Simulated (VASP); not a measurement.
# CsIr2 (I4/mmm) in VASP: single point with PBE

Aim: the single point of CsIr2 with PBE.

Program: VASP 6.6.1. These are calculated values, not measurements. Logs are shortened: lines on timing, memory, paths and dates and some standing lists are left out, and cuts for length are marked.

## 1. The cell of the first run

Symmetry: I4/mmm, No. 139, tetragonal system. The conventional cell has a = 3.538 Å, b = 3.538 Å, c = 12.857 Å, α = 90.00°, β = 90.00°, γ = 90.00°. Cs (site symmetry 4/mmm) has 10 Ir at 3.41 to 3.92 Å and 4 Cs at 3.54 Å within 4.5 Å. Within 3.6 Å of Ir (site symmetry 4mm) lie 8 Ir at 2.53 to 3.54 Å and 1 Cs at 3.41 Å.

## 2. Single point, PBE

File INCAR:

```
ALGO = Normal ; EDIFF = 1E-7
ENCUT = 520 ; GGA = PE
ISIF = 2 ; ISMEAR = 0
LASPH = True ; LCHARG = False
LREAL = False ; LWAVE = False
NBANDS = 20 ; NELM = 60
PREC = Accurate ; SIGMA = 0.1
```

File KPOINTS:

```
k-points
0
Gamma
  6 6 6
```

File POSCAR:

```
CsIr2
1.0
   -1.7690904674      1.7690904674      6.4287238005
    1.7690904674     -1.7690904674      6.4287238005
    1.7690904674      1.7690904674     -6.4287238005
Cs Ir
1 2
Direct
    0.0000000000      0.0000000000      0.0000000000
    0.7345987686      0.7345987686      0.0000000000
    0.2654012314      0.2654012314      0.0000000000
```

Potentials or basis: VASP PAW PBE potentials, release 64 (Cs_sv, Ir).

Run with:

```console
> cat potpaw_PBE.64/Cs_sv/POTCAR potpaw_PBE.64/Ir/POTCAR > POTCAR
> mpirun -np 1 vasp_std > vasp.out
```

OUTCAR:

```text
EDIFF = 1E-7
   ENCUT = 520
   GGA = PE
   ISIF = 2
   ISMEAR = 0
   LASPH = True
   LREAL = False
   NELM = 60
   PREC = Accurate

 ion  position               nearest neighbor table
   1  0.000  0.000  0.000-
   2  0.735  0.735  0.000-   3 2.53   3 2.53   3 2.53   3 2.53
   3  0.265  0.265  0.000-   2 2.53   2 2.53   2 2.53   2 2.53

  LATTYP: Found a body centered tetragonal cell.
 ALAT       =     3.5381809348
 C/A-ratio  =     3.6339146691

  Lattice vectors:

 A1 = (  -1.7690904674,   1.7690904674,   6.4287238005)
 A2 = (   1.7690904674,  -1.7690904674,   6.4287238005)
 A3 = (   1.7690904674,   1.7690904674,  -6.4287238005)

Analysis of symmetry for initial positions (statically):
=====================================================================
 Subroutine PRICEL returns:
 Original cell was already a primitive cell.

 Routine SETGRP: Setting up the symmetry group for a
 body centered tetragonal supercell.

 Subroutine GETGRP returns: Found 16 space group operations
 (whereof 16 operations were pure point group operations)
 out of a pool of 16 trial point group operations.

The static configuration has the point symmetry D_4h.

Analysis of symmetry for dynamics (positions and initial velocities):
=====================================================================
 Subroutine PRICEL returns:
 Original cell was already a primitive cell.

 Routine SETGRP: Setting up the symmetry group for a
 body centered tetragonal supercell.

 Subroutine GETGRP returns: Found 16 space group operations
 (whereof 16 operations were pure point group operations)
 out of a pool of 16 trial point group operations.

The dynamic configuration has the point symmetry D_4h.

 Subroutine INISYM returns: Found 16 space group operations
 (whereof 16 operations are pure point group operations),
 and found     1 'primitive' translations

----------------------------------------------------------------------------------------

                                     Primitive cell

  volume of cell :      80.4794

  direct lattice vectors                    reciprocal lattice vectors
    -1.769090467  1.769090467  6.428723801     0.000000000  0.282631109  0.077775934
     1.769090467 -1.769090467  6.428723801     0.282631109  0.000000000  0.077775934
     1.769090467  1.769090467 -6.428723801     0.282631109  0.282631109  0.000000000

  length of vectors
     6.898394876  6.898394876  6.898394876     0.293137237  0.293137237  0.399700747

  position of ions in fractional coordinates (direct lattice)
     0.000000000  0.000000000  0.000000000
     0.734598769  0.734598769  0.000000000
     0.265401231  0.265401231  0.000000000

  ion indices of the primitive-cell ions
   primitive index   ion index
                 1           1
                 2           2
                 3           3

----------------------------------------------------------------------------------------

 KPOINTS: k-points

Automatic generation of k-mesh.
 Grid dimensions read from file:
 generate k-points for:    6    6    6

 Generating k-lattice:

  Cartesian coordinates                     Fractional coordinates (reciprocal lattice)
     0.000000000  0.047105185  0.012962656     0.166666667 -0.000000000  0.000000000
     0.047105185  0.000000000  0.012962656    -0.000000000  0.166666667  0.000000000
     0.047105185  0.047105185  0.000000000     0.000000000  0.000000000  0.166666667

  Length of vectors
     0.048856206  0.048856206  0.066616791

  Shift w.r.t. Gamma in fractional coordinates (k-lattice)
     0.000000000  0.000000000  0.000000000

 Subroutine IBZKPT returns following result:
 ===========================================

 Found     30 irreducible k-points:

 Following reciprocal coordinates:
            Coordinates               Weight
  0.000000  0.000000  0.000000      1.000000
  0.166667  0.000000  0.000000      8.000000
  0.333333  0.000000 -0.000000      8.000000
  0.500000  0.000000  0.000000      4.000000
  0.166667  0.166667  0.000000      8.000000
  0.333333  0.166667 -0.000000     16.000000
[... 16 lines left out ...]
 -0.333333 -0.333333  0.166667      8.000000
 -0.166667 -0.333333  0.166667      8.000000
 [... further k-points ...]
   k-points           NKPTS =     30   k-points in BZ     NKDIM =     30   number of bands    NBANDS=     20
   number of dos      NEDOS =    301   number of ions     NIONS =      3
   total plane-waves  NPLWV = 157464
   dimension x,y,z NGX =    54 NGY =   54 NGZ =   54
   dimension x,y,z NGXF=   108 NGYF=  108 NGZF=  108
   ions per type =               1   2
   NGX,Y,Z   is equivalent  to a cutoff of  13.01, 13.01, 13.01 a.u.
   NGXF,Y,Z  is equivalent  to a cutoff of  26.03, 26.03, 26.03 a.u.
 SYSTEM =  unknown system
   PREC   = accura    normal or accurate (medium, high low for compatibility)
   ISTART =      0    job   : 0-new  1-cont  2-samecut
   ICHARG =      2    charge: 1-file 2-atom 10-const
   ISPIN  =      1    spin polarized calculation?
   LNONCOLLINEAR =      F non collinear calculations
   LSORBIT =      F    spin-orbit coupling
   LASPH  =      T    aspherical Exc in radial PAW
   ENCUT  =  520.0 eV  38.22 Ry    6.18 a.u.  12.83 12.83 12.83*2*pi/ulx,y,z
   NELM   =     60;   NELMIN=  2; NELMDL= -5     # of ELM steps
   EDIFF  = 0.1E-06   stopping-criterion for ELM
   LREAL  =      F    real-space projection
   EDIFFG = 0.1E-05   stopping-criterion for IOM
   NSW    =      0    number of steps for IOM
   IBRION =     -1    ionic relax: 0-MD 1-quasi-New 2-CG
   NFREE  =      0    steps in history (QN), initial steepest desc. (CG)
   ISIF   =      2    stress and relaxation
   ISYM   =      2    0-nonsym 1-usesym 2-fastsym
   POTIM  = 0.5000    time-step for ionic-motion
   TEBEG  =    0.0;   TEEND  =   0.0 temperature during run
   PSTRESS=    0.0 pullay stress
   NELECT =      27.0000    total number of electrons
   NUPDOWN=      -1.0000    fix difference up-down
   EMIN   =  10.00;   EMAX   =-10.00  energy-range for DOS
   EFERMI =   0.00;   METHOD = LEGACY
   ISMEAR =     0;   SIGMA  =   0.10  broadening in eV -4-tet -1-fermi 0-gaus
   EFERMI_NEDOS =   21; number of points for ismear=-14 and -15
   IALGO  =     38    algorithm
   IMIX   =      4    mixing-type and parameters
     AMIX     =   0.40;   BMIX     =  1.00
     AMIX_MAG =   1.60;   BMIX_MAG =  1.00
  volume/ion in A,a.u.               =      26.83       181.03
  Fermi-wavevector in a.u.,A,eV,Ry     =   1.137543  2.149644 17.605993  1.294004
  Thomas-Fermi vector in A             =   2.274248
   LORBIT       =      0    0 simple, 1 ext, 2 COOP (PROOUT), +10 PAW based schemes
   GGA     = PE    functional components
   LHFCALC =     F    Hartree Fock is set to
   AEXX    =    0.0000 exact exchange contribution
   IVDW    =     0    specifies the selected vdW correction
   LEPSILON=     F    determine dielectric tensor
   LRPA    =     F    only Hartree local field effects (RPA)
 non-spin polarized calculation
 Gauss-broadening in eV      SIGMA  =   0.10
  energy-cutoff  :      520.00
  volume of cell :       80.48
 maximum number of plane-waves:      2195
 NGX is ok and might be reduce to    54
   NGX = 25   NGY = 25   NGZ = 25

 number of electron      27.0000000 magnetization

 Free energy of the ion-electron system (eV)
  ---------------------------------------------------
  ext. energy  EPLUGINS =         0.00000000
  ---------------------------------------------------
  free energy    TOTEN  =       -16.34122206 eV

  energy without entropy =      -16.30853345  energy(sigma->0) =      -16.32487775

 E-fermi :   4.2912     XC(G=0): -10.2290

 val. band max:        4.2819611684   @ k =  -0.3333   0.1667   0.0000
 cond. band min:       4.3174784382   @ k =  -0.3333   0.1667   0.0000
 fundamental gap:      0.0355172698
 Fermi energy:         4.2911544915

 k-point     1 :       0.0000    0.0000    0.0000
  band No.  band energies     occupation
      1     -18.2728      2.00000
      2      -5.1130      2.00000
      3      -3.9224      2.00000
      4      -3.9224      2.00000
      5      -3.0706      2.00000
      6      -1.5967      2.00000
[... 12 lines left out ...]
     19      10.2923      0.00000
     20      10.2923      0.00000

 k-point     2 :       0.1667    0.0000    0.0000
  band No.  band energies     occupation
      1     -18.1950      2.00000
      2      -5.0394      2.00000
      3      -4.6537      2.00000
      4      -3.8558      2.00000
      5      -2.5246      2.00000
      6      -1.2277      2.00000
[... 12 lines left out ...]
     19       8.9508      0.00000
     20      11.2401      0.00000

 k-point     3 :       0.3333    0.0000   -0.0000
  band No.  band energies     occupation
      1     -18.0316      2.00000
      2      -5.8107      2.00000
      3      -4.8542      2.00000
      4      -3.7164      2.00000
      5      -1.1940      2.00000
      6      -0.3365      2.00000
[... 12 lines left out ...]
     19       9.6778      0.00000
     20      11.0950      0.00000

 k-point     4 :       0.5000    0.0000    0.0000
  band No.  band energies     occupation
      1     -17.9455      2.00000
      2      -6.3046      2.00000
      3      -4.7456      2.00000
      4      -3.6434      2.00000
      5      -0.1234      2.00000
      6      -0.0096      2.00000
[... 12 lines left out ...]
     19       9.5205      0.00000
     20      10.4892      0.00000

 k-point     5 :       0.1667    0.1667    0.0000
  band No.  band energies     occupation
      1     -18.1177      2.00000
      2      -4.9851      2.00000
      3      -4.6117      2.00000
      4      -4.5190      2.00000
      5      -2.1147      2.00000
      6      -0.8467      2.00000
[... 12 lines left out ...]
     19       9.0437      0.00000
     20      10.7656      0.00000
[... 353 lines left out ...]
      6       0.0689      2.00000
[... 12 lines left out ...]
     19       9.1131      0.00000
     20       9.7877      0.00000

 k-point    22 :      -0.1667    0.5000    0.1667
  band No.  band energies     occupation
      1     -18.0309      2.00000
      2      -5.8060      2.00000
      3      -4.9128      2.00000
      4      -3.7134      2.00000
      5      -1.1463      2.00000
      6      -0.3197      2.00000
[... 12 lines left out ...]
     19       9.0212      0.00000
     20      11.0717      0.00000

 k-point    23 :      -0.3333   -0.3333    0.1667
  band No.  band energies     occupation
      1     -18.1167      2.00000
      2      -5.0863      2.00000
      3      -4.6040      2.00000
      4      -4.5143      2.00000
      5      -1.9722      2.00000
      6      -0.8422      2.00000
[... 12 lines left out ...]
     19       9.6884      0.00000
     20      10.1949      0.00000

 k-point    24 :      -0.1667   -0.3333    0.1667
  band No.  band energies     occupation
      1     -18.1940      2.00000
      2      -5.1545      2.00000
      3      -4.6441      2.00000
      4      -3.8518      2.00000
      5      -2.3632      2.00000
      6      -1.2258      2.00000
[... 12 lines left out ...]
     19       8.9675      0.00000
     20      11.5653      0.00000

 [... further k-points ...]
[... 5 lines left out ...]
  --------------------------------------------------------------------------------------
  -------------------------------------------------------------------------------------
  Total        0.0341989      0.0341989      0.0680015      0.0000000      0.0000000     -0.0000000
  in kB        0.6808291      0.6808291      1.3537670      0.0000000      0.0000000     -0.0000000
  external PRESSURE =       0.9051417 kB  Pullay stress =       0.0000000 kB

 VOLUME and BASIS-vectors are now :
 -----------------------------------------------------------------------------
  energy-cutoff  :      520.00
  volume of cell :       80.48
      direct lattice vectors                 reciprocal lattice vectors
    -1.769090467  1.769090467  6.428723801     0.000000000  0.282631109  0.077775934
     1.769090467 -1.769090467  6.428723801     0.282631109  0.000000000  0.077775934
     1.769090467  1.769090467 -6.428723801     0.282631109  0.282631109  0.000000000

 POSITION                                       TOTAL-FORCE (eV/Angst)
 -----------------------------------------------------------------------------------
      0.00000      0.00000      0.00000         0.000000      0.000000     -0.000000
      0.00000      0.00000      9.44507         0.000000      0.000000     -0.030153
      0.00000      0.00000      3.41238        -0.000000     -0.000000      0.030153
 -----------------------------------------------------------------------------------
    total drift:                               -0.000000     -0.000000      0.000000

  FREE ENERGIE OF THE ION-ELECTRON SYSTEM (eV)
  ---------------------------------------------------
  free  energy   TOTEN  =       -16.3412220607 eV

  energy  without entropy=      -16.3085334482  energy(sigma->0) =      -16.32487775
```

It took 3.6 min on 1 thread of Oxide Virtual Turin-like, shared host; peak memory 0.36 GiB.

What came out:

- Free energy: -16.3412 eV
- Pressure: 0.1 GPa
- Largest force: 0.030 eV/Å
- Band gap on the k mesh: zero (an odd number of electrons rules out a gap without spin polarisation)

Forces in eV/Å, atoms in the order of the input:
```
Cs   0.000  0.000  0.000
Ir   0.000  0.000 -0.030
Ir   0.000  0.000  0.030
```

Caveat: spin-orbit coupling is left out, which moves the levels of the heavy elements.

The gap in the log of VASP goes by the Fermi energy; the results here count the filled bands.